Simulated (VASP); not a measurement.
# BAs (I-4m2) in VASP: single point with LDA

Aim: the single point of BAs with LDA.

All numbers are computed with VASP 6.6.1; they aren't measurements. Logs are shortened: lines on timing, memory, paths and dates and some standing lists are left out, and cuts for length are marked.

## Step 1: The cell of the first run

Symmetry: I-4m2, No. 119, tetragonal system. Conventional cell: a = 3.479 Å, b = 3.479 Å, c = 4.777 Å, α = 90.00°, β = 90.00°, γ = 90.00°. Within 2.8 Å of B (site symmetry -4m2) lie 4 As at 2.11 Å. As (site symmetry -4m2) has 4 B at 2.11 Å within 2.8 Å.

## Step 2: Single point, LDA (equal xx and yy strain of +3 %)

INCAR

```
SYSTEM = BAs
ALGO = Normal
EDIFF = 1E-7
ENCUT = 520
ISIF = 2
ISMEAR = -1
LASPH = .TRUE.
LCHARG = .FALSE.
LREAL = .FALSE.
LWAVE = .FALSE.
NBANDS = 11
NELM = 80
PREC = Accurate
SIGMA = 0.03
```

KPOINTS

```
k-points
0
G
  15 15 15
  0 0 0
```

POSCAR

```
BAs
1.0
    0.0000000000      2.4601550000      2.3885000000
    2.4601550000      0.0000000000      2.3885000000
    2.4601550000      2.4601550000      0.0000000000
B As
1 1
Direct
    0.0000000000      0.0000000000      0.0000000000
    0.7500000000      0.7500000000      0.7500000000
```

Potentials or basis: VASP PAW LDA potentials, release 64 (B, As).

Launch:

```
> cat potpaw_LDA.64/B/POTCAR potpaw_LDA.64/As/POTCAR > POTCAR
> mpirun -np 1 vasp_std > vasp.out
```

OUTCAR:

```text
SYSTEM = BAs
   EDIFF = 1E-7
   ENCUT = 520
   ISIF = 2
   ISMEAR = -1
   LASPH = .TRUE.
   LREAL = .FALSE.
   NELM = 80
   PREC = Accurate

 ion  position               nearest neighbor table
   1  0.000  0.000  0.000-   2 2.11   2 2.11   2 2.11   2 2.11
   2  0.750  0.750  0.750-   1 2.11   1 2.11   1 2.11   1 2.11

  LATTYP: Found a body centered tetragonal cell.
 ALAT       =     3.4791845665
 C/A-ratio  =     1.3730228761

  Lattice vectors:

 A1 = (   0.0000000000,  -2.4601550000,  -2.3885000000)
 A2 = (   0.0000000000,   2.4601550000,  -2.3885000000)
 A3 = (   2.4601550000,   0.0000000000,   2.3885000000)

Analysis of symmetry for initial positions (statically):
=====================================================================
 Subroutine PRICEL returns:
 Original cell was already a primitive cell.

 Routine SETGRP: Setting up the symmetry group for a
 body centered tetragonal supercell.

 Subroutine GETGRP returns: Found  8 space group operations
 (whereof  8 operations were pure point group operations)
 out of a pool of 16 trial point group operations.

The static configuration has the point symmetry D_2d.

Analysis of symmetry for dynamics (positions and initial velocities):
=====================================================================
 Subroutine PRICEL returns:
 Original cell was already a primitive cell.

 Routine SETGRP: Setting up the symmetry group for a
 body centered tetragonal supercell.

 Subroutine GETGRP returns: Found  8 space group operations
 (whereof  8 operations were pure point group operations)
 out of a pool of 16 trial point group operations.

The dynamic configuration has the point symmetry D_2d.

 Subroutine INISYM returns: Found  8 space group operations
 (whereof  8 operations are pure point group operations),
 and found     1 'primitive' translations

----------------------------------------------------------------------------------------

                                     Primitive cell

  volume of cell :      28.9121

  direct lattice vectors                    reciprocal lattice vectors
     0.000000000  2.460155000  2.388500000    -0.203239227  0.203239227  0.209336404
     2.460155000  0.000000000  2.388500000     0.203239227 -0.203239227  0.209336404
     2.460155000  2.460155000  0.000000000     0.203239227  0.203239227 -0.209336404

  length of vectors
     3.428891202  3.428891202  3.479184567     0.355575725  0.355575725  0.355575725

  position of ions in fractional coordinates (direct lattice)
     0.000000000  0.000000000  0.000000000
     0.750000000  0.750000000  0.750000000

  ion indices of the primitive-cell ions
   primitive index   ion index
                 1           1
                 2           2

----------------------------------------------------------------------------------------

 KPOINTS: k-points

Automatic generation of k-mesh.
 Grid dimensions read from file:
 generate k-points for:   15   15   15

 Generating k-lattice:

  Cartesian coordinates                     Fractional coordinates (reciprocal lattice)
    -0.013549282  0.013549282  0.013955760     0.066666667 -0.000000000  0.000000000
     0.013549282 -0.013549282  0.013955760    -0.000000000  0.066666667  0.000000000
     0.013549282  0.013549282 -0.013955760     0.000000000  0.000000000  0.066666667

  Length of vectors
     0.023705048  0.023705048  0.023705048

  Shift w.r.t. Gamma in fractional coordinates (k-lattice)
     0.000000000  0.000000000  0.000000000

 Subroutine IBZKPT returns following result:
 ===========================================

 Found    288 irreducible k-points:

 Following reciprocal coordinates:
            Coordinates               Weight
  0.000000  0.000000  0.000000      1.000000
  0.066667  0.000000  0.000000      8.000000
  0.133333  0.000000  0.000000      8.000000
  0.200000  0.000000  0.000000      8.000000
  0.266667  0.000000  0.000000      8.000000
  0.333333  0.000000  0.000000      8.000000
[... 16 lines left out ...]
  0.133333  0.133333  0.000000      2.000000
  0.200000  0.133333  0.000000      8.000000
 [... further k-points ...]
   k-points           NKPTS =    288   k-points in BZ     NKDIM =    288   number of bands    NBANDS=     11
   number of dos      NEDOS =    301   number of ions     NIONS =      2
   total plane-waves  NPLWV =  21952
   dimension x,y,z NGX =    28 NGY =   28 NGZ =   28
   dimension x,y,z NGXF=    56 NGYF=   56 NGZF=   56
   ions per type =               1   1
   NGX,Y,Z   is equivalent  to a cutoff of  13.58, 13.58, 13.38 a.u.
   NGXF,Y,Z  is equivalent  to a cutoff of  27.15, 27.15, 26.76 a.u.
 SYSTEM =  BAs
   PREC   = accura    normal or accurate (medium, high low for compatibility)
   ISTART =      0    job   : 0-new  1-cont  2-samecut
   ICHARG =      2    charge: 1-file 2-atom 10-const
   ISPIN  =      1    spin polarized calculation?
   LNONCOLLINEAR =      F non collinear calculations
   LSORBIT =      F    spin-orbit coupling
   LASPH  =      T    aspherical Exc in radial PAW
   ENCUT  =  520.0 eV  38.22 Ry    6.18 a.u.   6.38  6.38  6.47*2*pi/ulx,y,z
   NELM   =     80;   NELMIN=  2; NELMDL= -5     # of ELM steps
   EDIFF  = 0.1E-06   stopping-criterion for ELM
   LREAL  =      F    real-space projection
   EDIFFG = 0.1E-05   stopping-criterion for IOM
   NSW    =      0    number of steps for IOM
   IBRION =     -1    ionic relax: 0-MD 1-quasi-New 2-CG
   NFREE  =      0    steps in history (QN), initial steepest desc. (CG)
   ISIF   =      2    stress and relaxation
   ISYM   =      2    0-nonsym 1-usesym 2-fastsym
   POTIM  = 0.5000    time-step for ionic-motion
   TEBEG  =    0.0;   TEEND  =   0.0 temperature during run
   PSTRESS=    0.0 pullay stress
   NELECT =       8.0000    total number of electrons
   NUPDOWN=      -1.0000    fix difference up-down
   EMIN   =  10.00;   EMAX   =-10.00  energy-range for DOS
   EFERMI =   0.00;   METHOD = LEGACY
   ISMEAR =    -1;   SIGMA  =   0.03  broadening in eV -4-tet -1-fermi 0-gaus
   EFERMI_NEDOS =   21; number of points for ismear=-14 and -15
   IALGO  =     38    algorithm
   IMIX   =      4    mixing-type and parameters
     AMIX     =   0.40;   BMIX     =  1.00
     AMIX_MAG =   1.60;   BMIX_MAG =  1.00
  volume/ion in A,a.u.               =      14.46        97.55
  Fermi-wavevector in a.u.,A,eV,Ry     =   1.066788  2.015937 15.483927  1.138037
  Thomas-Fermi vector in A             =   2.202384
   LORBIT       =      0    0 simple, 1 ext, 2 COOP (PROOUT), +10 PAW based schemes
   GGA     = CA    functional components
   LHFCALC =     F    Hartree Fock is set to
   AEXX    =    0.0000 exact exchange contribution
   IVDW    =     0    specifies the selected vdW correction
   LEPSILON=     F    determine dielectric tensor
   LRPA    =     F    only Hartree local field effects (RPA)
 non-spin polarized calculation
  energy-cutoff  :      520.00
  volume of cell :       28.91
 maximum number of plane-waves:       805
 NGX is ok and might be reduce to    28
   NGX = 13   NGY = 13   NGZ = 13

 number of electron       7.9999999 magnetization

 Free energy of the ion-electron system (eV)
  ---------------------------------------------------
  ext. energy  EPLUGINS =         0.00000000
  ---------------------------------------------------
  free energy    TOTEN  =       -12.84137536 eV

  energy without entropy =      -12.84137536  energy(sigma->0) =      -12.84137536

 E-fermi :   6.0501     XC(G=0): -10.5406

 val. band max:        5.6843622092   @ k =   0.0000   0.0000   0.0000
 cond. band min:       6.4372839710   @ k =   0.4000   0.4000   0.0000
 fundamental gap:      0.7529217618
 Fermi energy:         6.0501057182

 k-point     1 :       0.0000    0.0000    0.0000
  band No.  band energies     occupation
      1      -9.3480      2.00000
      2       5.4182      2.00000
      3       5.4182      2.00000
      4       5.6844      1.99999
      5       8.5629      0.00000
      6       8.7502      0.00000
      7       8.7502      0.00000
      8       9.4506      0.00000
      9      14.5818      0.00000
     10      17.9127      0.00000
     11      18.6324      0.00000

 k-point     2 :       0.0667    0.0000    0.0000
  band No.  band energies     occupation
      1      -9.2790      2.00000
      2       4.7942      2.00000
      3       5.2801      2.00000
      4       5.4810      2.00000
      5       8.6601      0.00000
      6       8.8726      0.00000
      7       8.9240      0.00000
      8       9.9476      0.00000
      9      14.8640      0.00000
     10      17.3224      0.00000
     11      17.8743      0.00000

 k-point     3 :       0.1333    0.0000    0.0000
  band No.  band energies     occupation
      1      -9.0735      2.00000
      2       3.4117      2.00000
      3       4.9522      2.00000
      4       5.1583      2.00000
      5       8.5762      0.00000
      6       9.2568      0.00000
      7       9.3302      0.00000
      8      11.0363      0.00000
      9      15.5668      0.00000
     10      16.6514      0.00000
     11      17.0974      0.00000

 k-point     4 :       0.2000    0.0000    0.0000
  band No.  band energies     occupation
      1      -8.7373      2.00000
      2       1.8863      2.00000
      3       4.5709      2.00000
      4       4.8026      2.00000
      5       8.3736      0.00000
      6       9.7320      0.00000
      7       9.7536      0.00000
      8      12.1525      0.00000
      9      16.1201      0.00000
     10      16.3640      0.00000
     11      16.7572      0.00000
[... 239 lines left out ...]
 k-point    22 :      -0.0667    0.0667    0.0000
  band No.  band energies     occupation
      1      -9.1679      2.00000
      2       4.1213      2.00000
      3       4.8691      2.00000
      4       5.2807      2.00000
      5       8.7997      0.00000
      6       8.9454      0.00000
      7       9.3026      0.00000
      8      10.5336      0.00000
      9      15.2857      0.00000
     10      16.4412      0.00000
     11      17.2964      0.00000

 k-point    23 :       0.1333    0.1333    0.0000
  band No.  band energies     occupation
      1      -8.9676      2.00000
      2       4.0305      2.00000
      3       4.2226      2.00000
      4       4.2226      2.00000
      5       7.7779      0.00000
      6      10.3022      0.00000
      7      10.3022      0.00000
      8      10.5969      0.00000
      9      15.7673      0.00000
     10      16.0474      0.00000
     11      18.3396      0.00000

 k-point    24 :       0.2000    0.1333    0.0000
  band No.  band energies     occupation
      1      -8.7126      2.00000
      2       2.7827      2.00000
      3       3.8159      2.00000
      4       4.1201      2.00000
      5       7.7527      0.00000
      6      10.2454      0.00000
      7      10.8703      0.00000
      8      11.3261      0.00000
      9      15.4340      0.00000
     10      16.8071      0.00000
     11      18.2346      0.00000

 [... further k-points ...]
[... 5 lines left out ...]
  --------------------------------------------------------------------------------------
  -------------------------------------------------------------------------------------
  Total       -2.1580613     -2.1580613     -1.1560768      0.0000000      0.0000000     -0.0000000
  in kB     -119.5898106   -119.5898106    -64.0644492      0.0000000      0.0000000     -0.0000000
  external PRESSURE =    -101.0813568 kB  Pullay stress =       0.0000000 kB

 VOLUME and BASIS-vectors are now :
 -----------------------------------------------------------------------------
  energy-cutoff  :      520.00
  volume of cell :       28.91
      direct lattice vectors                 reciprocal lattice vectors
     0.000000000  2.460155000  2.388500000    -0.203239227  0.203239227  0.209336404
     2.460155000  0.000000000  2.388500000     0.203239227 -0.203239227  0.209336404
     2.460155000  2.460155000  0.000000000     0.203239227  0.203239227 -0.209336404

 POSITION                                       TOTAL-FORCE (eV/Angst)
 -----------------------------------------------------------------------------------
      0.00000      0.00000      0.00000         0.000000      0.000000      0.000000
      3.69023      3.69023      3.58275        -0.000000     -0.000000     -0.000000
 -----------------------------------------------------------------------------------
    total drift:                                0.000000      0.000000      0.000000

  FREE ENERGIE OF THE ION-ELECTRON SYSTEM (eV)
  ---------------------------------------------------
  free  energy   TOTEN  =       -12.8413753626 eV

  energy  without entropy=      -12.8413753600  energy(sigma->0) =      -12.84137536
```

It used 72 s of CPU time on 1 thread of Intel Xeon 6975P-C, on a shared host.

Results:

* Free energy: -12.8414 eV
* Pressure: -10.1 GPa
* Band gap on the k mesh: 0.75 eV, indirect (least direct gap 2.88 eV)

Levels at points of the mesh, in eV from the valence-band top:
| k point | band 1 | band 2 | band 3 | band 4 | band 5 | band 6 | band 7 | band 8 | band 9 |
| --- | --- | --- | --- | --- | --- | --- | --- | --- | --- |
| (0.00, 0.00, 0.00) | -15.03 | -0.27 | -0.27 | 0.00 | 2.88 | 3.07 | 3.07 | 3.77 | 8.90 |

Caveat: the cell differs from its parent crystal (equal xx and yy strain of +3 %).
